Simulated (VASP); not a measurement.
# Ta2P3Au (P6/mmm) in VASP: a series of runs

The runs below take Ta2P3Au through relaxation of cell and atoms, single point, with PBE.

Program: VASP 6.6.1. These are calculated values, not measurements. Logs are shortened: lines on timing, memory, paths and dates and some standing lists are left out, and cuts for length are marked.

### 1 The cell of the first run

Symmetry: P6/mmm, No. 191, hexagonal system. The conventional cell has a = 5.222 Å, b = 5.222 Å, c = 4.183 Å, α = 90.00°, β = 90.00°, γ = 120.00°. Ta (site symmetry -6m2) has 6 P at 2.58 Å and 3 Au at 3.02 Å and 3 Ta at 3.02 Å within 3.4 Å. P (site symmetry mmm) has 4 Ta at 2.58 Å and 4 P at 2.61 Å and 4 Au at 3.35 Å within 3.4 Å. Within 4.0 Å of Au (site symmetry 6/mmm) lie 6 Ta at 3.02 Å and 12 P at 3.35 Å.

The cell was built from a structure type or drawn by symmetry, and may not be a known phase.

### 2 Relaxation of cell and atoms, PBE

File INCAR:

```
PREC = Accurate ; ENCUT = 600
EDIFF = 1E-7 ; ISMEAR = 0
SIGMA = 0.1 ; LREAL = F
LASPH = T ; NELM = 60
ALGO = Normal ; ISIF = 3
LWAVE = F ; LCHARG = F
GGA = PE ; IBRION = 2
NSW = 90 ; EDIFFG = -0.04
```

File KPOINTS:

```
regular mesh
0
Gamma
  6 6 4
```

File POSCAR:

```
Ta2P3Au
1.0
    5.2224438264      0.0000000000      0.0000000000
   -2.6112219132      4.5227690235      0.0000000000
    0.0000000000      0.0000000000      4.1828129080
Ta P Au
2 3 1
Direct
    0.3333333333      0.6666666667      0.0000000000
    0.6666666667      0.3333333333      0.0000000000
    0.5000000000      0.0000000000      0.5000000000
    0.5000000000      0.5000000000      0.5000000000
    0.0000000000      0.5000000000      0.5000000000
    0.0000000000      0.0000000000      0.0000000000
```

Potentials or basis: VASP PAW PBE potentials, release 64 (Ta_pv, P, Au).

Started as:

```bash
$ cat potpaw_PBE.64/Ta_pv/POTCAR potpaw_PBE.64/P/POTCAR potpaw_PBE.64/Au/POTCAR > POTCAR
$ mpirun -np 1 vasp_std > vasp.out
```

OUTCAR:

```text
PREC = Accurate
   ENCUT = 600
   EDIFF = 1E-7
   ISMEAR = 0
   LREAL = F
   LASPH = T
   NELM = 60
   ISIF = 3
   GGA = PE
   IBRION = 2
   NSW = 90
   EDIFFG = -0.04

 ion  position               nearest neighbor table
   1  0.333  0.667  0.000-   5 2.58   5 2.58   3 2.58   3 2.58   4 2.58   4 2.58   6 3.02   2 3.02
                             2 3.02   6 3.02   6 3.02   2 3.02
   2  0.667  0.333  0.000-   5 2.58   5 2.58   3 2.58   3 2.58   4 2.58   4 2.58   6 3.02   1 3.02
                             1 3.02   6 3.02   6 3.02   1 3.02
   3  0.500  0.000  0.500-   1 2.58   2 2.58   1 2.58   2 2.58   4 2.61   5 2.61   4 2.61   5 2.61

   4  0.500  0.500  0.500-   1 2.58   2 2.58   1 2.58   2 2.58   5 2.61   5 2.61   3 2.61   3 2.61

   5  0.000  0.500  0.500-   1 2.58   2 2.58   1 2.58   2 2.58   4 2.61   4 2.61   3 2.61   3 2.61

   6  0.000  0.000  0.000-   1 3.02   2 3.02   2 3.02   1 3.02   2 3.02   1 3.02

  LATTYP: Found a hexagonal cell.
 ALAT       =     5.2224438264
 C/A-ratio  =     0.8009301865

  Lattice vectors:

 A1 = (   5.2224438264,   0.0000000000,   0.0000000000)
 A2 = (  -2.6112219132,   4.5227690235,   0.0000000000)
 A3 = (   0.0000000000,   0.0000000000,   4.1828129080)

Analysis of symmetry for initial positions (statically):
=====================================================================
 Subroutine PRICEL returns:
 Original cell was already a primitive cell.

 Routine SETGRP: Setting up the symmetry group for a
 hexagonal supercell.

 Subroutine GETGRP returns: Found 24 space group operations
 (whereof 24 operations were pure point group operations)
 out of a pool of 24 trial point group operations.

The static configuration has the point symmetry D_6h.

Analysis of symmetry for dynamics (positions and initial velocities):
=====================================================================
 Subroutine PRICEL returns:
 Original cell was already a primitive cell.

 Routine SETGRP: Setting up the symmetry group for a
 hexagonal supercell.

 Subroutine GETGRP returns: Found 24 space group operations
 (whereof 24 operations were pure point group operations)
 out of a pool of 24 trial point group operations.

The dynamic configuration has the point symmetry D_6h.

 Subroutine INISYM returns: Found 24 space group operations
 (whereof 24 operations are pure point group operations),
 and found     1 'primitive' translations

----------------------------------------------------------------------------------------

                                     Primitive cell

  volume of cell :      98.7977

  direct lattice vectors                    reciprocal lattice vectors
     5.222443826  0.000000000  0.000000000     0.191481236  0.110551743  0.000000000
    -2.611221913  4.522769024  0.000000000     0.000000000  0.221103487  0.000000000
     0.000000000  0.000000000  4.182812908     0.000000000  0.000000000  0.239073567

  length of vectors
     5.222443826  5.222443826  4.182812908     0.221103487  0.221103487  0.239073567

  position of ions in fractional coordinates (direct lattice)
     0.333333333  0.666666667  0.000000000
     0.666666667  0.333333333  0.000000000
     0.500000000  0.000000000  0.500000000
     0.500000000  0.500000000  0.500000000
     0.000000000  0.500000000  0.500000000
     0.000000000  0.000000000  0.000000000

  ion indices of the primitive-cell ions
   primitive index   ion index
                 1           1
                 2           2
                 3           3
                 4           4
                 5           5
                 6           6

----------------------------------------------------------------------------------------

 KPOINTS: regular mesh

Automatic generation of k-mesh.
 Grid dimensions read from file:
 generate k-points for:    6    6    4

 Generating k-lattice:

  Cartesian coordinates                     Fractional coordinates (reciprocal lattice)
     0.031913539  0.018425291  0.000000000     0.166666667  0.000000000  0.000000000
     0.000000000  0.036850581  0.000000000     0.000000000  0.166666667  0.000000000
     0.000000000  0.000000000  0.059768392     0.000000000  0.000000000  0.250000000

  Length of vectors
     0.036850581  0.036850581  0.059768392

  Shift w.r.t. Gamma in fractional coordinates (k-lattice)
     0.000000000  0.000000000  0.000000000

 Subroutine IBZKPT returns following result:
 ===========================================

 Found     21 irreducible k-points:

 Following reciprocal coordinates:
            Coordinates               Weight
  0.000000  0.000000  0.000000      1.000000
  0.166667  0.000000  0.000000      6.000000
  0.333333 -0.000000  0.000000      6.000000
  0.500000  0.000000  0.000000      3.000000
  0.166667  0.166667  0.000000      6.000000
  0.333333  0.166667  0.000000     12.000000
[... 13 lines left out ...]
  0.333333  0.166667  0.500000     12.000000
  0.333333  0.333333  0.500000      2.000000
   k-points           NKPTS =     21   k-points in BZ     NKDIM =     21   number of bands    NBANDS=     28
   number of dos      NEDOS =    301   number of ions     NIONS =      6
   total plane-waves  NPLWV =  63504
   dimension x,y,z NGX =    42 NGY =   42 NGZ =   36
   dimension x,y,z NGXF=    84 NGYF=   84 NGZF=   72
   ions per type =               2   3   1
   NGX,Y,Z   is equivalent  to a cutoff of  13.37, 13.37, 14.31 a.u.
   NGXF,Y,Z  is equivalent  to a cutoff of  26.74, 26.74, 28.62 a.u.
 SYSTEM =  unknown system
   PREC   = accura    normal or accurate (medium, high low for compatibility)
   ISTART =      0    job   : 0-new  1-cont  2-samecut
   ICHARG =      2    charge: 1-file 2-atom 10-const
   ISPIN  =      1    spin polarized calculation?
   LNONCOLLINEAR =      F non collinear calculations
   LSORBIT =      F    spin-orbit coupling
   LASPH  =      T    aspherical Exc in radial PAW
   ENCUT  =  600.0 eV  44.10 Ry    6.64 a.u.  10.43 10.43  8.35*2*pi/ulx,y,z
   NELM   =     60;   NELMIN=  2; NELMDL= -5     # of ELM steps
   EDIFF  = 0.1E-06   stopping-criterion for ELM
   LREAL  =      F    real-space projection
   EDIFFG = -.4E-01   stopping-criterion for IOM
   NSW    =     90    number of steps for IOM
   IBRION =      2    ionic relax: 0-MD 1-quasi-New 2-CG
   NFREE  =      1    steps in history (QN), initial steepest desc. (CG)
   ISIF   =      3    stress and relaxation
   ISYM   =      2    0-nonsym 1-usesym 2-fastsym
   POTIM  = 0.5000    time-step for ionic-motion
   TEBEG  =    0.0;   TEEND  =   0.0 temperature during run
   PSTRESS=    0.0 pullay stress
   NELECT =      48.0000    total number of electrons
   NUPDOWN=      -1.0000    fix difference up-down
   EMIN   =  10.00;   EMAX   =-10.00  energy-range for DOS
   EFERMI =   0.00;   METHOD = LEGACY
   ISMEAR =     0;   SIGMA  =   0.10  broadening in eV -4-tet -1-fermi 0-gaus
   EFERMI_NEDOS =   21; number of points for ismear=-14 and -15
   IALGO  =     38    algorithm
   IMIX   =      4    mixing-type and parameters
     AMIX     =   0.40;   BMIX     =  1.00
     AMIX_MAG =   1.60;   BMIX_MAG =  1.00
  volume/ion in A,a.u.               =      16.47       111.12
  Fermi-wavevector in a.u.,A,eV,Ry     =   1.286984  2.432046 22.535696  1.656327
  Thomas-Fermi vector in A             =   2.419025
   LORBIT       =      0    0 simple, 1 ext, 2 COOP (PROOUT), +10 PAW based schemes
   GGA     = PE    functional components
   LHFCALC =     F    Hartree Fock is set to
   AEXX    =    0.0000 exact exchange contribution
   IVDW    =     0    specifies the selected vdW correction
   LEPSILON=     F    determine dielectric tensor
   LRPA    =     F    only Hartree local field effects (RPA)
 conjugate gradient relaxation of ions
 non-spin polarized calculation
 Gauss-broadening in eV      SIGMA  =   0.10
  energy-cutoff  :      600.00
  volume of cell :       98.80
 maximum number of plane-waves:      3317
 NGX is ok and might be reduce to    42
   NGX = 21   NGY = 21   NGZ = 17

--------------------------------------- Ionic step        1  -------------------------------------------

 number of electron      47.9999998 magnetization

 Free energy of the ion-electron system (eV)
  ---------------------------------------------------
  ext. energy  EPLUGINS =         0.00000000
  ---------------------------------------------------
  free energy    TOTEN  =       -43.66784865 eV

  energy without entropy =      -43.65415775  energy(sigma->0) =      -43.66100320

------------------------ aborting loop because EDIFF is reached ----------------------------------------

  FORCE on cell =-STRESS in cart. coord.  units (eV):
  Direction    XX          YY          ZZ          XY          YZ          ZX
  --------------------------------------------------------------------------------------
  -------------------------------------------------------------------------------------
  Total        0.7489801      0.7489801     -0.6595089      0.0000000      0.0000000      0.0000000
  in kB       12.1460276     12.1460276    -10.6950949      0.0000000      0.0000000      0.0000000
  external PRESSURE =       4.5323201 kB  Pullay stress =       0.0000000 kB
[... 145 lines left out ...]
  energy  without entropy=      -43.6642950222  energy(sigma->0) =      -43.66977791

--------------------------------------- Ionic step        5  -------------------------------------------

 number of electron      48.0000000 magnetization

 Free energy of the ion-electron system (eV)
  ---------------------------------------------------
  ext. energy  EPLUGINS =         0.00000000
  ---------------------------------------------------
  free energy    TOTEN  =       -43.67592070 eV

  energy without entropy =      -43.66474122  energy(sigma->0) =      -43.67033096

 E-fermi :   8.3427     XC(G=0): -11.8195

 val. band max:        8.3280259894   @ k =   0.3333   0.3333   0.0000
 cond. band min:       8.3872855255   @ k =   0.3333   0.3333   0.0000
 fundamental gap:      0.0592595361
 Fermi energy:         8.3427379848

 k-point     1 :       0.0000    0.0000    0.0000
  band No.  band energies     occupation
      1     -26.9579      2.00000
      2     -26.9579      2.00000
      3     -26.9485      2.00000
      4     -26.8575      2.00000
      5     -26.6364      2.00000
      6     -26.6364      2.00000
[... 673 lines left out ...]
  FREE ENERGIE OF THE ION-ELECTRON SYSTEM (eV)
  ---------------------------------------------------
  free  energy   TOTEN  =       -43.6759207027 eV

  energy  without entropy=      -43.6647412166  energy(sigma->0) =      -43.67033096

 reached required accuracy - stopping structural energy minimisation
```

Run time: 1.9 min. Hardware: 1 thread of Intel Xeon 6975P-C (Granite Rapids), shared host; peak memory 0.29 GiB.

Results:

| Quantity | Value |
| --- | --- |
| Free energy | -43.6759 eV |
| Relaxed volume | 16.56 Å³/atom |
| Relaxed cell | a = 5.259 Å, b = 5.259 Å, c = 4.149 Å, α = 90.00°, β = 90.00°, γ = 120.00° |
| Space group after relaxing (to 0.1 Å) | P6/mmm (No. 191) |
| Energy gained by relaxing | 1.3 meV/atom |
| Ionic steps | 5 |
| Pressure after relaxing | 0.0 GPa |
| Band gap on the k mesh | zero (bands 24 and 25 overlap by 1.22 eV) |

The path:
| step | energy change (eV) | largest force (eV/Å) | pressure (GPa) | volume (Å³) |
| --- | --- | --- | --- | --- |
| 1 | 0.0000 | 0.0000 | 0.45 | 98.80 |
| 2 | -0.0074 | 0.0000 | -0.24 | 99.46 |
| 3 | -0.0077 | 0.0000 | -0.39 | 99.61 |
| 4 | -0.0074 | 0.0000 | 0.53 | 99.09 |
| 5 | -0.0081 | 0.0000 | 0.00 | 99.38 |

Final structure:
```cif
data_structure
_symmetry_space_group_name_H-M 'P 1'
_symmetry_Int_Tables_number 1
_cell_length_a 5.2595
_cell_length_b 5.2595
_cell_length_c 4.1486
_cell_angle_alpha 90.000
_cell_angle_beta 90.000
_cell_angle_gamma 120.000
_cell_volume 99.38
loop_
_atom_site_label
_atom_site_type_symbol
_atom_site_fract_x
_atom_site_fract_y
_atom_site_fract_z
_atom_site_occupancy
Ta1 Ta 0.33333 0.66667 0.00000 1
Ta2 Ta 0.66667 0.33333 0.00000 1
P1 P 0.50000 0.00000 0.50000 1
P2 P 0.50000 0.50000 0.50000 1
P3 P 0.00000 0.50000 0.50000 1
Au1 Au 0.00000 0.00000 0.00000 1
```

Levels at points of the mesh, in eV from the Fermi level:
| k point | band 22 | band 23 | band 24 | band 25 | band 26 | band 27 |
| --- | --- | --- | --- | --- | --- | --- |
| (0.00, 0.00, 0.00) | -0.27 | -0.27 | 0.12 | 0.12 | 0.12 | 0.12 |
| (0.50, 0.00, 0.00) | -1.42 | -1.27 | -0.66 | 0.33 | 1.46 | 1.57 |
| (0.00, 0.00, 0.50) | -2.05 | -2.05 | -1.53 | 0.96 | 1.70 | 1.70 |
| (0.50, 0.00, 0.50) | -2.03 | -1.38 | -1.36 | -0.73 | -0.67 | 2.32 |

Caveat: the k points lie up to 0.38 Å⁻¹ apart in the final cell, too coarse for converged energies and pressures of a metal; spin-orbit coupling is left out, which moves the levels of the heavy elements.

### 3 Single point, PBE

File INCAR:

```
SYSTEM = Ta2P3Au
PREC = Accurate ; ENCUT = 520
EDIFF = 1E-6 ; ISMEAR = 0
SIGMA = 0.1 ; LREAL = .False.
LASPH = .True. ; NELM = 80
ALGO = Normal ; ISIF = 2
LWAVE = .False. ; LCHARG = .True.
GGA = PE ; LELF = .True.
LVHAR = .True. ; NBANDS = 33
```

File KPOINTS:

```
Automatic mesh
0
Gamma
  12 12 10
  0 0 0
```

POSCAR, as its differences from that of step 2:

```diff
@@ -2,5 +2,5 @@
 1.0
-    5.2224438264      0.0000000000      0.0000000000
-   -2.6112219132      4.5227690235      0.0000000000
-    0.0000000000      0.0000000000      4.1828129080
+    5.2358653241      0.0000000000      0.0000000000
+   -2.6179326620      4.5343923814      0.0000000000
+    0.0000000000      0.0000000000      4.1685512171
 Ta P Au
```

Potentials or basis: VASP PAW PBE potentials, release 64 (Ta_pv, P, Au).

Started as:

```bash
$ cat potpaw_PBE.64/Ta_pv/POTCAR potpaw_PBE.64/P/POTCAR potpaw_PBE.64/Au/POTCAR > POTCAR
$ mpirun -np 1 vasp_std > vasp.out
```

Run time: 2.1 min. Hardware: 1 thread of Intel Xeon 6975P-C (Granite Rapids), shared host; peak memory 0.46 GiB.

The run converged. Its results:

* Free energy: -43.6722 eV
* Pressure: 0.0 GPa
* Band gap on the k mesh: zero (bands 24 and 25 overlap by 0.98 eV)

Stress tensor (GPa, compression positive):
```
-0.05  0.00  0.00
 0.00 -0.05  0.00
 0.00  0.00  0.17
```

Levels at points of the mesh, in eV from the Fermi level:
```
           k point  band 21  band 22  band 23  band 24  band 25  band 26  band 27  band 28
(0.00, 0.00, 0.00)    -3.76    -0.10    -0.10     0.25     0.25     0.35     0.35     1.50
(0.50, 0.00, 0.00)    -2.69    -1.27    -1.12    -0.50     0.57     1.59     1.77     1.78
(0.00, 0.00, 0.50)    -2.08    -1.89    -1.89    -1.37     1.08     1.93     1.93     2.58
(0.50, 0.00, 0.50)    -2.59    -1.85    -1.25    -1.22    -0.58    -0.49     2.44     2.67
```

Caveat: spin-orbit coupling is left out, which moves the levels of the heavy elements.
